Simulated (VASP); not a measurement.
Wanted: the native input for a VASP 6.6.1 run.

```yaml
Task: single point
Functional: PBE
Potentials_or_basis: VASP PAW PBE potentials, release 64 (Nb_sv)
Cutoff: 520 eV
k_mesh: 16 × 16 × 16
Occupations: gaussian, width 0.1 eV
Spin: no spin polarisation
Dipole_correction: no
Further_INCAR_settings: ALGO = Fast; EDIFF = 1e-07; NBANDS = 12
```

The structure of Nb lies in POSCAR:

```
Nb
1.0
   -1.6574106765      1.5712347060      1.6337659470
    1.6377095085     -1.6402886310      1.6831187040
    1.5712180665      1.5540960210     -1.7028198720
Nb
1
Direct
    0.0000000000      0.0000000000      0.0000000000
```

This cell differs from its parent crystal: the cell strained at random.

The input as run:

INCAR

```
SYSTEM = Nb
PREC = Accurate ; ENCUT = 520
EDIFF = 1E-7 ; ISMEAR = 0
SIGMA = 0.1 ; LREAL = .False.
LASPH = .True. ; NELM = 80
ALGO = Fast ; ISIF = 2
LWAVE = .False. ; LCHARG = .False.
GGA = PE ; NBANDS = 12
```

KPOINTS

```
Automatic mesh
0
Gamma
  16 16 16
  0 0 0
```

Potentials or basis: VASP PAW PBE potentials, release 64 (Nb_sv).

The run is started by

```sh
$ cat potpaw_PBE.64/Nb_sv/POTCAR > POTCAR
$ mpirun -np 1 vasp_std > vasp.out
```

It gave:

The pressure is 17.3 GPa and the band gap on the k mesh is zero (an odd number of electrons rules out a gap without spin polarisation).

Caveat: the cell differs from its parent crystal (the cell strained at random); the stress differs along the axes, from 13 to 21 GPa.

It took 13 min on 1 thread of AMD EPYC 9R45 96-Core Processor (Zen 5), with other jobs on the host, peak memory 0.46 GiB.
